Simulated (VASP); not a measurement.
# Si (Fd-3m) in VASP: elastic constants with PBEsol

Aim: the elastic constants of Si with PBEsol.

Everything below comes from runs of VASP 6.6.1. Logs are shortened: lines on timing, memory, paths and dates and some standing lists are left out, and cuts for length are marked.

**1. The cell of the first run**

It takes space group Fd-3m (No. 227, cubic). The conventional cell has a = 5.434 Å, b = 5.434 Å, c = 5.434 Å, α = 90.00°, β = 90.00°, γ = 90.00°. Si (site symmetry -43m) has 4 Si at 2.35 Å within 3.1 Å.

**2. Elastic constants, PBEsol**

The input, INCAR:

```
ALGO     = Normal         # electronic algorithm
EDIFF    = 1E-8           # SCF threshold, eV
ENCUT    = 600            # plane-wave cutoff, eV
GGA      = PS             # functional
IBRION   = 6              # ionic algorithm
ISIF     = 3              # what is computed and relaxed
ISMEAR   = 0              # smearing method
LASPH    = T              # aspherical terms in the spheres
LCHARG   = F              # write CHGCAR
LREAL    = F              # projectors in reciprocal space
LWAVE    = F              # write WAVECAR
NELM     = 80             # most SCF steps
NFREE    = 2            
NSW      = 1              # ionic steps
POTIM    = 0.015          # step
PREC     = Accurate       # precision mode
SIGMA    = 0.01           # smearing width, eV
```

The input, KPOINTS:

```
k-points
0
Gamma
  8 8 8
```

The input, POSCAR:

```
Si
1.0
    0.0000000000      2.7167865916      2.7167865916
    2.7167865916      0.0000000000      2.7167865916
    2.7167865916      2.7167865916      0.0000000000
Si
2
Direct
    0.2500000000      0.2500000000      0.2500000000
    0.0000000000      0.0000000000      0.0000000000
```

Potentials or basis: VASP PAW PBE potentials, release 64 (Si).

Started as:

```console
> cat potpaw_PBE.64/Si/POTCAR > POTCAR
> mpirun -np 1 vasp_std > vasp.out
```

OUTCAR:

```text
EDIFF = 1E-8
   ENCUT = 600
   GGA = PS
   IBRION = 6
   ISIF = 3
   ISMEAR = 0
   LASPH = T
   LREAL = F
   NELM = 80
   NFREE = 2
   NSW = 1
   POTIM = 0.015
   PREC = Accurate

 ion  position               nearest neighbor table
   1  0.250  0.250  0.250-   2 2.35   2 2.35   2 2.35   2 2.35
   2  0.000  0.000  0.000-   1 2.35   1 2.35   1 2.35   1 2.35

  LATTYP: Found a face centered cubic cell.
 ALAT       =     5.4335731832

  Lattice vectors:

 A1 = (   0.0000000000,   2.7167865916,   2.7167865916)
 A2 = (   2.7167865916,   0.0000000000,   2.7167865916)
 A3 = (   2.7167865916,   2.7167865916,   0.0000000000)

Analysis of symmetry for initial positions (statically):
=====================================================================
 Subroutine PRICEL returns:
 Original cell was already a primitive cell.

 Routine SETGRP: Setting up the symmetry group for a
 face centered cubic supercell.

 Subroutine GETGRP returns: Found 48 space group operations
 (whereof 24 operations were pure point group operations)
 out of a pool of 48 trial point group operations.

The static configuration has the point symmetry T_d .
 The point group associated with its full space group is O_h .

Analysis of symmetry for dynamics (positions and initial velocities):
=====================================================================
 Subroutine PRICEL returns:
 Original cell was already a primitive cell.

 Routine SETGRP: Setting up the symmetry group for a
 face centered cubic supercell.

 Subroutine GETGRP returns: Found 48 space group operations
 (whereof 24 operations were pure point group operations)
 out of a pool of 48 trial point group operations.

The dynamic configuration has the point symmetry T_d .
 The point group associated with its full space group is O_h .

 Subroutine INISYM returns: Found 48 space group operations
 (whereof 24 operations are pure point group operations),
 and found     1 'primitive' translations

----------------------------------------------------------------------------------------

                                     Primitive cell

  volume of cell :      40.1048

  direct lattice vectors                    reciprocal lattice vectors
     0.000000000  2.716786592  2.716786592    -0.184040955  0.184040955  0.184040955
     2.716786592  0.000000000  2.716786592     0.184040955 -0.184040955  0.184040955
     2.716786592  2.716786592  0.000000000     0.184040955  0.184040955 -0.184040955

  length of vectors
     3.842116444  3.842116444  3.842116444     0.318768285  0.318768285  0.318768285

  position of ions in fractional coordinates (direct lattice)
     0.250000000  0.250000000  0.250000000
     0.000000000  0.000000000  0.000000000

  ion indices of the primitive-cell ions
   primitive index   ion index
                 1           1
                 2           2

----------------------------------------------------------------------------------------

 KPOINTS: k-points

Automatic generation of k-mesh.
 Grid dimensions read from file:
 generate k-points for:    8    8    8

 Generating k-lattice:

  Cartesian coordinates                     Fractional coordinates (reciprocal lattice)
[... 107 lines left out ...]
  free energy    TOTEN  =       -11.48906963 eV

  energy without entropy =      -11.48906963  energy(sigma->0) =      -11.48906963

------------------------ aborting loop because EDIFF is reached ----------------------------------------

  FORCE on cell =-STRESS in cart. coord.  units (eV):
  Direction    XX          YY          ZZ          XY          YZ          ZX
  --------------------------------------------------------------------------------------
  -------------------------------------------------------------------------------------
  Total        0.0309068      0.0309068      0.0309068     -0.0000000      0.0000000     -0.0000000
  in kB        1.2347192      1.2347192      1.2347192     -0.0000000      0.0000000     -0.0000000
  external PRESSURE =       1.2347192 kB  Pullay stress =       0.0000000 kB
[... 89 lines left out ...]
  FREE ENERGIE OF THE ION-ELECTRON SYSTEM (eV)
  ---------------------------------------------------
  free  energy   TOTEN  =       -11.4841569983 eV

  energy  without entropy=      -11.4841569983  energy(sigma->0) =      -11.48415700

[... ionic steps 4 to 12 ...]

--------------------------------------- Ionic step       13  -------------------------------------------

 number of electron       8.0000000 magnetization

------------------------ aborting loop because EDIFF is reached ----------------------------------------
[... 67 lines left out ...]
--------------------------------------- Ionic step       15  -------------------------------------------

 number of electron       8.0000000 magnetization

 Free energy of the ion-electron system (eV)
  ---------------------------------------------------
  ext. energy  EPLUGINS =         0.00000000
  ---------------------------------------------------
  free energy    TOTEN  =       -11.48756350 eV

  energy without entropy =      -11.48756350  energy(sigma->0) =      -11.48756350

 E-fermi :   5.9502     XC(G=0):  -9.5467

 val. band max:        5.8476436353   @ k =   0.0000   0.0000   0.0000
 cond. band min:       6.2792798003   @ k =   0.0000   0.3750   0.3750
 fundamental gap:      0.4316361649
 Fermi energy:         5.9502069918

 k-point     1 :       0.0000    0.0000    0.0000
  band No.  band energies     occupation
      1      -6.2044      2.00000
      2       5.7037      2.00000
      3       5.7762      2.00000
      4       5.8476      2.00000
      5       8.2494      0.00000
      6       8.2907      0.00000
      7       8.3336      0.00000
      8       9.0816      0.00000
[... 243 lines left out ...]
 k-point    24 :      -0.3750    0.2500    0.1250
  band No.  band energies     occupation
      1      -3.3010      2.00000
      2      -1.0733      2.00000
      3       2.2870      2.00000
      4       3.6192      2.00000
      5       8.7674      0.00000
      6       8.8492      0.00000
      7      11.6238      0.00000
      8      12.7787      0.00000

 [... further k-points ...]

------------------------ aborting loop because EDIFF is reached ----------------------------------------

  FORCE on cell =-STRESS in cart. coord.  units (eV):
  Direction    XX          YY          ZZ          XY          YZ          ZX
  --------------------------------------------------------------------------------------
  -------------------------------------------------------------------------------------
  Total        0.0304225      0.0341354      0.0341354      0.0000000      0.1476834      0.0000000
  in kB        1.2153706      1.3637002      1.3637002      0.0000000      5.8999136      0.0000000
  external PRESSURE =       1.3142570 kB  Pullay stress =       0.0000000 kB
[... 17 lines left out ...]
  FREE ENERGIE OF THE ION-ELECTRON SYSTEM (eV)
  ---------------------------------------------------
  free  energy   TOTEN  =       -11.4875634954 eV

  energy  without entropy=      -11.4875634954  energy(sigma->0) =      -11.48756350

 INTERNAL STRAIN TENSORS FROM STRAINED CELLS
 ============================================

 INTERNAL STRAIN TENSOR FOR ION    1 for displacements in x,y,z  (eV/Angst):
          X           Y           Z          XY          YZ          ZX
  --------------------------------------------------------------------------------
  x    -0.00000     0.00000     0.00000    -0.00000    -9.86466    -0.00000
  y    -0.00000     0.00000     0.00000    -0.00000    -0.00000    -9.86459
  z    -0.00000     0.00000     0.00000    -9.86473    -0.00000    -0.00000

 INTERNAL STRAIN TENSORS FROM DISPLACED ATOMS
 ============================================

 INTERNAL STRAIN TENSOR FOR ION    1 for displacements in x,y,z  (eV/Angst):
          X           Y           Z          XY          YZ          ZX
  --------------------------------------------------------------------------------
  x     0.00000    -0.00000    -0.00000     0.00000    -9.85279     0.00000
  y    -0.00000     0.00000    -0.00000     0.00000     0.00000    -9.85279
  z    -0.00000    -0.00000     0.00000    -9.85279     0.00000     0.00000

 INTERNAL STRAIN TENSOR FOR ION    2 for displacements in x,y,z  (eV/Angst):
          X           Y           Z          XY          YZ          ZX
  --------------------------------------------------------------------------------
  x     0.00000     0.00000     0.00000     0.00000     9.85279     0.00000
  y     0.00000     0.00000     0.00000     0.00000     0.00000     9.85279
  z     0.00000     0.00000     0.00000     9.85279     0.00000     0.00000

 Eigenvectors and eigenvalues of the dynamical matrix
 ----------------------------------------------------

   1 f  =   15.264429 THz    95.909238 2PiTHz  509.166554 cm-1    63.128579 meV
             X         Y         Z           dx          dy          dz
      1.358393  1.358393  1.358393     0.000000   -0.707107    0.000000
      0.000000  0.000000  0.000000     0.000000    0.707107    0.000000
[... 21 lines left out ...]
   6 f  =    0.000000 THz     0.000000 2PiTHz    0.000000 cm-1     0.000000 meV
             X         Y         Z           dx          dy          dz
      1.358393  1.358393  1.358393     0.000000    0.000000    0.707107
      0.000000  0.000000  0.000000     0.000000    0.000000    0.707107

--------------------------------------------------------------------------------------------------------

 ELASTIC MODULI CONTR FROM IONIC RELAXATION (kBar)
 Direction    XX          YY          ZZ          XY          YZ          ZX
 --------------------------------------------------------------------------------
 XX          -0.0000     -0.0000     -0.0000     -0.0000      0.0000     -0.0000
 YY          -0.0000     -0.0000     -0.0000     -0.0000     -0.0000      0.0000
 ZZ          -0.0000     -0.0000     -0.0000      0.0000     -0.0000     -0.0000
 XY          -0.0000     -0.0000      0.0000   -289.6864      0.0000      0.0000
 YZ           0.0000     -0.0000     -0.0000      0.0000   -289.6864      0.0000
 ZX          -0.0000      0.0000     -0.0000      0.0000      0.0000   -289.6864
 --------------------------------------------------------------------------------

 TOTAL ELASTIC MODULI (kBar)
 Direction    XX          YY          ZZ          XY          YZ          ZX
 --------------------------------------------------------------------------------
 XX        1569.5850    629.0745    629.0745     -0.0000      0.0000      0.0000
 YY         629.0745   1569.5850    629.0745      0.0000     -0.0000     -0.0000
 ZZ         629.0745    629.0745   1569.5850      0.0000     -0.0000     -0.0000
 XY          -0.0000      0.0000      0.0000    741.4410      0.0000      0.0000
 YZ           0.0000     -0.0000     -0.0000      0.0000    741.4410      0.0000
 ZX           0.0000     -0.0000     -0.0000      0.0000      0.0000    741.4410
 --------------------------------------------------------------------------------
```

Run time: 7.5 min. Hardware: 1 thread of AMD EPYC 7R13, shared host; peak memory 0.21 GiB.

What came out:

```
Elastic constants C11, C12, C44 : 157, 63, 74 GPa
Voigt bulk modulus              : 94 GPa
Highest phonon frequency at Γ   : 509 cm⁻¹
```

Phonon frequencies in cm⁻¹ (negative: imaginary):
```tsv
q point	frequencies
(0.000, 0.000, 0.000)	0 0 0 509 509 509
```

Elastic tensor in Voigt notation (GPa, in the Cartesian axes of the cell as first typed):
```
157  63  63   0   0   0
 63 157  63   0   0   0
 63  63 157   0   0   0
  0   0   0  74   0   0
  0   0   0   0  74   0
  0   0   0   0   0  74
```

Clamped-ion elastic tensor (GPa):
```
157  63  63   0   0   0
 63 157  63   0   0   0
 63  63 157   0   0   0
  0   0   0 103   0   0
  0   0   0   0 103   0
  0   0   0   0   0 103
```

Caveat: the PAW data sets were made with another functional, which shifts forces and pressure a little.
